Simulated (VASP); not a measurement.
# Al in VASP: single point with PBE+D3(BJ)

Aim: the single point of Al with PBE+D3(BJ).

Everything below comes from runs of VASP 6.6.1. Logs are shortened: lines on timing, memory, paths and dates and some standing lists are left out, and cuts for length are marked.

### 1 The cell of the first run

The cell holds a slab with vacuum, 8 atoms: a = 3.983 Å, b = 3.983 Å, c = 22.974 Å, α = 90.00°, β = 90.00°, γ = 90.00°.

### 2 Single point, PBE+D3(BJ)

Input file INCAR:

```
PREC = Accurate
ENCUT = 520
EDIFF = 1E-6
ISMEAR = 0
SIGMA = 0.1
LREAL = F
LASPH = T
NELM = 100
ALGO = Normal
ISIF = 2
LWAVE = F
LCHARG = F
LDIPOL = T
IDIPOL = 3
DIPOL = 0.5 0.5 0.502
GGA = PE
IVDW = 12
NBANDS = 22
```

Input file KPOINTS:

```
Automatic mesh
0
Gamma
  7 7 1
```

Input file POSCAR:

```
Al
1.0
    3.9827327097      0.0000000000      0.0000000000
    0.0000000000      3.9827327097      0.0000000000
    0.0000000000      0.0000000000     22.9740990645
Al
8
Direct
    0.0000000000      0.5000000000      0.3699818642
    0.5000000000      0.0000000000      0.3699818642
    0.5000000000      0.5000000000      0.4566606214
    0.0000000000      0.0000000000      0.4566606214
    0.0000000000      0.5000000000      0.5464138921
    0.5000000000      0.0000000000      0.5464138921
    0.5000000000      0.5000000000      0.6356169830
    0.0000000000      0.0000000000      0.6356169830
```

Potentials or basis: VASP PAW PBE potentials, release 64 (Al).

Started as:

```console
$ cat potpaw_PBE.64/Al/POTCAR > POTCAR
$ mpirun -np 1 vasp_std > vasp.out
```

OUTCAR:

```text
PREC = Accurate
   ENCUT = 520
   EDIFF = 1E-6
   ISMEAR = 0
   LREAL = F
   LASPH = T
   NELM = 100
   ISIF = 2
   GGA = PE
   IVDW = 12
 IVDW          = 12

 ion  position               nearest neighbor table
   1  0.000  0.500  0.370-   3 2.82   4 2.82   4 2.82   3 2.82   2 2.82   2 2.82   2 2.82   2 2.82

   2  0.500  0.000  0.370-   3 2.82   4 2.82   3 2.82   4 2.82   1 2.82   1 2.82   1 2.82   1 2.82

   3  0.500  0.500  0.457-   1 2.82   2 2.82   2 2.82   1 2.82   4 2.82   4 2.82   4 2.82   4 2.82
                             5 2.87   6 2.87   5 2.87   6 2.87
   4  0.000  0.000  0.457-   1 2.82   2 2.82   1 2.82   2 2.82   3 2.82   3 2.82   3 2.82   3 2.82
                             5 2.87   6 2.87   6 2.87   5 2.87
   5  0.000  0.500  0.546-   6 2.82   6 2.82   6 2.82   6 2.82   8 2.86   8 2.86   7 2.86   7 2.86
                             3 2.87   4 2.87   4 2.87   3 2.87
   6  0.500  0.000  0.546-   5 2.82   5 2.82   5 2.82   5 2.82   7 2.86   8 2.86   8 2.86   7 2.86
                             4 2.87   3 2.87   4 2.87   3 2.87
   7  0.500  0.500  0.636-   8 2.82   8 2.82   8 2.82   8 2.82   6 2.86   5 2.86   5 2.86   6 2.86

   8  0.000  0.000  0.636-   7 2.82   7 2.82   7 2.82   7 2.82   6 2.86   6 2.86   5 2.86   5 2.86

  LATTYP: Found a simple tetragonal cell.
 ALAT       =     3.9827327097
 C/A-ratio  =     5.7684260379

  Lattice vectors:

 A1 = (   3.9827327097,   0.0000000000,   0.0000000000)
 A2 = (   0.0000000000,   3.9827327097,   0.0000000000)
 A3 = (   0.0000000000,   0.0000000000,  22.9740990645)

Analysis of symmetry for initial positions (statically):
=====================================================================
 Subroutine PRICEL returns following result:

  LATTYP: Found a simple tetragonal cell.
 ALAT       =     2.8162173067
 C/A-ratio  =     8.1577863363

  Lattice vectors:

 A1 = (   1.9913663549,  -1.9913663549,   0.0000000000)
 A2 = (   1.9913663549,   1.9913663548,   0.0000000000)
 A3 = (   0.0000000000,   0.0000000000,  22.9740990645)

   2 primitive cells build up your supercell.

 Routine SETGRP: Setting up the symmetry group for a
 simple tetragonal supercell.

 Subroutine GETGRP returns: Found  8 space group operations
 (whereof  8 operations were pure point group operations)
 out of a pool of 16 trial point group operations.

The static configuration has the point symmetry C_4v.

Analysis of symmetry for dynamics (positions and initial velocities):
=====================================================================
 Subroutine PRICEL returns following result:

  LATTYP: Found a simple tetragonal cell.
 ALAT       =     2.8162173067
 C/A-ratio  =     8.1577863363

  Lattice vectors:

 A1 = (   1.9913663549,  -1.9913663549,   0.0000000000)
 A2 = (   1.9913663549,   1.9913663548,   0.0000000000)
 A3 = (   0.0000000000,   0.0000000000,  22.9740990645)

   2 primitive cells build up your supercell.

 Routine SETGRP: Setting up the symmetry group for a
 simple tetragonal supercell.

 Subroutine GETGRP returns: Found  8 space group operations
 (whereof  8 operations were pure point group operations)
 out of a pool of 16 trial point group operations.

The dynamic configuration has the point symmetry C_4v.

 Subroutine INISYM returns: Found  8 space group operations
 (whereof  8 operations are pure point group operations),
 and found     2 'primitive' translations

----------------------------------------------------------------------------------------

                                     Primitive cell

  volume of cell :     182.2094

  direct lattice vectors                    reciprocal lattice vectors
     1.991366355 -1.991366355  0.000000000     0.251083885 -0.251083885  0.000000000
     1.991366355  1.991366355  0.000000000     0.251083885  0.251083885  0.000000000
     0.000000000  0.000000000 22.974099065     0.000000000  0.000000000  0.043527278

  length of vectors
     2.816217307  2.816217307 22.974099065     0.355086235  0.355086235  0.043527278

  position of ions in fractional coordinates (direct lattice)
     0.500000000  0.500000000  0.369981864
     1.000000000  0.000000000  0.456660621
     0.500000000  0.500000000  0.546413892
     1.000000000  0.000000000  0.635616983

  ion indices of the primitive-cell ions
   primitive index   ion index
                 1           1
                 2           3
                 3           5
                 4           7

----------------------------------------------------------------------------------------

 KPOINTS: Automatic mesh

Automatic generation of k-mesh.
 Grid dimensions read from file:
 generate k-points for:    7    7    1

 Generating k-lattice:

  Cartesian coordinates                     Fractional coordinates (reciprocal lattice)
     0.035869126  0.000000000  0.000000000     0.142857143  0.000000000  0.000000000
     0.000000000  0.035869126  0.000000000     0.000000000  0.142857143  0.000000000
     0.000000000  0.000000000  0.043527278     0.000000000  0.000000000  1.000000000

  Length of vectors
     0.035869126  0.035869126  0.043527278

  Shift w.r.t. Gamma in fractional coordinates (k-lattice)
     0.000000000  0.000000000  0.000000000

 Subroutine IBZKPT returns following result:
 ===========================================

 Found     10 irreducible k-points:

 Following reciprocal coordinates:
            Coordinates               Weight
  0.000000  0.000000  0.000000      1.000000
  0.142857  0.000000  0.000000      4.000000
  0.285714  0.000000  0.000000      4.000000
  0.428571  0.000000  0.000000      4.000000
  0.142857  0.142857  0.000000      4.000000
  0.285714  0.142857  0.000000      8.000000
  0.428571  0.142857  0.000000      8.000000
  0.285714  0.285714  0.000000      4.000000
  0.428571  0.285714  0.000000      8.000000
  0.428571  0.428571  0.000000      4.000000
   k-points           NKPTS =     10   k-points in BZ     NKDIM =     10   number of bands    NBANDS=     22
   number of dos      NEDOS =    301   number of ions     NIONS =      8
   total plane-waves  NPLWV = 162000
   dimension x,y,z NGX =    30 NGY =   30 NGZ =  180
   dimension x,y,z NGXF=    60 NGYF=   60 NGZF=  360
   ions per type =               8
   NGX,Y,Z   is equivalent  to a cutoff of  12.52, 12.52, 13.03 a.u.
   NGXF,Y,Z  is equivalent  to a cutoff of  25.05, 25.05, 26.05 a.u.
 SYSTEM =  unknown system
   PREC   = accura    normal or accurate (medium, high low for compatibility)
   ISTART =      0    job   : 0-new  1-cont  2-samecut
   ICHARG =      2    charge: 1-file 2-atom 10-const
   ISPIN  =      1    spin polarized calculation?
   LNONCOLLINEAR =      F non collinear calculations
   LSORBIT =      F    spin-orbit coupling
   LASPH  =      T    aspherical Exc in radial PAW
   ENCUT  =  520.0 eV  38.22 Ry    6.18 a.u.   7.41  7.41 42.72*2*pi/ulx,y,z
   NELM   =    100;   NELMIN=  2; NELMDL= -5     # of ELM steps
   EDIFF  = 0.1E-05   stopping-criterion for ELM
   LREAL  =      F    real-space projection
[... 7 lines left out ...]
   TEBEG  =    0.0;   TEEND  =   0.0 temperature during run
   PSTRESS=    0.0 pullay stress
   NELECT =      24.0000    total number of electrons
   NUPDOWN=      -1.0000    fix difference up-down
   EMIN   =  10.00;   EMAX   =-10.00  energy-range for DOS
   EFERMI =   0.00;   METHOD = LEGACY
   ISMEAR =     0;   SIGMA  =   0.10  broadening in eV -4-tet -1-fermi 0-gaus
   EFERMI_NEDOS =   21; number of points for ismear=-14 and -15
   IALGO  =     38    algorithm
   IMIX   =      4    mixing-type and parameters
     AMIX     =   0.40;   BMIX     =  1.00
     AMIX_MAG =   1.60;   BMIX_MAG =  1.00
  volume/ion in A,a.u.               =      45.55       307.40
  Fermi-wavevector in a.u.,A,eV,Ry     =   0.661117  1.249330  5.946775  0.437076
  Thomas-Fermi vector in A             =   1.733776
   LORBIT       =      0    0 simple, 1 ext, 2 COOP (PROOUT), +10 PAW based schemes
   GGA     = PE    functional components
   LHFCALC =     F    Hartree Fock is set to
   AEXX    =    0.0000 exact exchange contribution
   IVDW    =    12    specifies the selected vdW correction
   LEPSILON=     F    determine dielectric tensor
   LRPA    =     F    only Hartree local field effects (RPA)
 non-spin polarized calculation
 Gauss-broadening in eV      SIGMA  =   0.10
  energy-cutoff  :      520.00
  volume of cell :      364.42
 maximum number of plane-waves:      9909
 NGX is ok and might be reduce to    30
   NGX = 15   NGY = 15   NGZ = 85

 dipolmoment           0.000000      0.000000      0.000440 electrons x Angstroem

 number of electron      24.0000000 magnetization

 dipolmoment           0.000000      0.000000     -0.001754 electrons x Angstroem

 Free energy of the ion-electron system (eV)
  ---------------------------------------------------
  ext. energy  EPLUGINS =         0.00000000
  ---------------------------------------------------
  free energy    TOTEN  =       -28.06240990 eV

  energy without entropy =      -28.03754880  energy(sigma->0) =      -28.04997935

 E-fermi :   0.2688     XC(G=0):  -4.4974

 val. band max:        0.2557141682   @ k =   0.4286   0.4286   0.0000
 cond. band min:       0.2704576083   @ k =   0.4286   0.4286   0.0000
 fundamental gap:      0.0147434401
 Fermi energy:         0.2688476806

 k-point     1 :       0.0000    0.0000    0.0000
  band No.  band energies     occupation
      1     -10.6141      2.00000
      2      -9.2644      2.00000
      3      -7.0839      2.00000
      4      -4.2709      2.00000
      5      -2.2369      2.00000
      6      -2.2369      2.00000
[... 14 lines left out ...]
     21       3.6919      0.00000
     22       4.4951      0.00000

 k-point     2 :       0.1429    0.0000    0.0000
  band No.  band energies     occupation
      1     -10.4243      2.00000
      2      -9.0761      2.00000
      3      -6.8976      2.00000
      4      -4.0856      2.00000
      5      -3.9763      2.00000
      6      -2.6880      2.00000
[... 14 lines left out ...]
     21       4.0388      0.00000
     22       4.1861      0.00000

 k-point     3 :       0.2857    0.0000    0.0000
  band No.  band energies     occupation
      1      -9.8565      2.00000
      2      -8.5127      2.00000
      3      -6.3402      2.00000
      4      -5.9509      2.00000
      5      -4.6390      2.00000
      6      -3.5318      2.00000
[... 14 lines left out ...]
     21       4.2531      0.00000
     22       4.2608      0.00000

 k-point     4 :       0.4286    0.0000    0.0000
  band No.  band energies     occupation
      1      -8.9153      2.00000
      2      -7.6089      2.00000
      3      -7.5788      2.00000
      4      -6.2827      2.00000
      5      -5.4164      2.00000
      6      -4.1345      2.00000
[... 14 lines left out ...]
     21       3.8315      0.00000
     22       4.0411      0.00000

 k-point     5 :       0.1429    0.1429    0.0000
  band No.  band energies     occupation
      1     -10.2348      2.00000
      2      -8.8880      2.00000
      3      -6.7116      2.00000
      4      -3.9007      2.00000
      5      -3.8075      2.00000
      6      -3.7881      2.00000
[... 14 lines left out ...]
     21       3.9907      0.00000
     22       4.5782      0.00000

 k-point     6 :       0.2857    0.1429    0.0000
  band No.  band energies     occupation
      1      -9.6678      2.00000
      2      -8.3254      2.00000
      3      -6.1550      2.00000
      4      -5.7677      2.00000
      5      -4.4589      2.00000
      6      -3.3486      2.00000
[... 14 lines left out ...]
     21       4.4595      0.00000
     22       4.5133      0.00000

 k-point     7 :       0.4286    0.1429    0.0000
  band No.  band energies     occupation
      1      -8.7279      2.00000
      2      -7.4233      2.00000
      3      -7.3929      2.00000
      4      -6.0987      2.00000
      5      -5.2325      2.00000
      6      -3.9527      2.00000
[... 14 lines left out ...]
     21       4.2906      0.00000
     22       4.6012      0.00000

 k-point     8 :       0.2857    0.2857    0.0000
  band No.  band energies     occupation
      1      -9.1031      2.00000
      2      -7.7652      2.00000
      3      -5.6008      2.00000
      4      -5.2311      2.00000
      5      -5.2104      2.00000
      6      -3.9166      2.00000
[... 14 lines left out ...]
     21       4.9154      0.00000
     22       4.9522      0.00000

 k-point     9 :       0.4286    0.2857    0.0000
  band No.  band energies     occupation
      1      -8.1670      2.00000
      2      -6.8678      2.00000
      3      -6.8366      2.00000
      4      -5.5494      2.00000
      5      -4.6824      2.00000
      6      -4.3036      2.00000
[... 14 lines left out ...]
     21       5.1988      0.00000
     22       5.5096      0.00000

 k-point    10 :       0.4286    0.4286    0.0000
  band No.  band energies     occupation
      1      -7.2374      2.00000
      2      -5.9584      2.00000
      3      -5.9382      2.00000
      4      -5.9159      2.00000
      5      -4.6625      2.00000
      6      -4.6373      2.00000
[... 14 lines left out ...]
     21       4.9811      0.00000
     22       6.0917      0.00000

------------------------ aborting loop because EDIFF is reached ----------------------------------------

 vacuum level on the upper side and lower side of the slab       (xc-potential included)        -0.093        -0.078

 Edisp (eV)   -1.97437

 E8    (eV) :    -0.9184

  FORCE on cell =-STRESS in cart. coord.  units (eV):
  Direction    XX          YY          ZZ          XY          YZ          ZX
  --------------------------------------------------------------------------------------
  -------------------------------------------------------------------------------------
  Total      -3.68650    -3.68650     0.69986     0.00000     0.00000     0.00000
  in kB     -16.20779   -16.20779     3.07697     0.00000     0.00000     0.00000
  external pressure =       -9.78 kB  Pullay stress =        0.00 kB

 VOLUME and BASIS-vectors are now :
 -----------------------------------------------------------------------------
  energy-cutoff  :      520.00
  volume of cell :      364.42
      direct lattice vectors                 reciprocal lattice vectors
     3.982732710  0.000000000  0.000000000     0.251083885  0.000000000  0.000000000
     0.000000000  3.982732710  0.000000000     0.000000000  0.251083885  0.000000000
     0.000000000  0.000000000 22.974099064     0.000000000  0.000000000  0.043527278

 POSITION                                       TOTAL-FORCE (eV/Angst)
 -----------------------------------------------------------------------------------
      0.00000      1.99137      8.50000         0.000000      0.000000     -0.182146
      1.99137      0.00000      8.50000        -0.000000     -0.000000     -0.182146
      1.99137      1.99137     10.49137        -0.000000     -0.000000      0.176779
      0.00000      0.00000     10.49137        -0.000000     -0.000000      0.176779
      0.00000      1.99137     12.55337         0.000000      0.000000      0.012567
      1.99137      0.00000     12.55337         0.000000      0.000000      0.012567
      1.99137      1.99137     14.60273         0.000000      0.000000     -0.007201
      0.00000      0.00000     14.60273         0.000000      0.000000     -0.007201
 -----------------------------------------------------------------------------------
    total drift:                                0.000000      0.000000      0.000008

  FREE ENERGIE OF THE ION-ELECTRON SYSTEM (eV)
  ---------------------------------------------------
  free  energy   TOTEN  =       -30.0367807094 eV

  energy  without entropy=      -30.0119196179  energy(sigma->0) =      -30.02435016

 vacuum level on the upper side and lower side of the slab         4.437         4.454
```

Wall time 72 s (1 thread of Intel Xeon 6975P-C (Granite Rapids), shared host); peak memory 0.4 GiB.

Results:

```
Free energy                : -30.0368 eV
Largest force              : 0.182 eV/Å
Band gap on the k mesh     : zero (band 12 reaches 1.42 eV, above the bottom of band 13 at -0.86 eV)
Dispersion energy per atom : -0.247 eV
```

Forces on the atoms (eV/Å):
```
Al   0.000  0.000 -0.182
Al   0.000  0.000 -0.182
Al   0.000  0.000  0.177
Al   0.000  0.000  0.177
Al   0.000  0.000  0.013
Al   0.000  0.000  0.013
Al   0.000  0.000 -0.007
Al   0.000  0.000 -0.007
```

Levels at points of the mesh, in eV from the Fermi level:
```csv
k point,band 8,band 9,band 10,band 11,band 12,band 13,band 14,band 15
"(0.00, 0.00, 0.00)",-1.27,-1.27,-1.10,-1.04,0.30,0.36,0.78,0.78
```
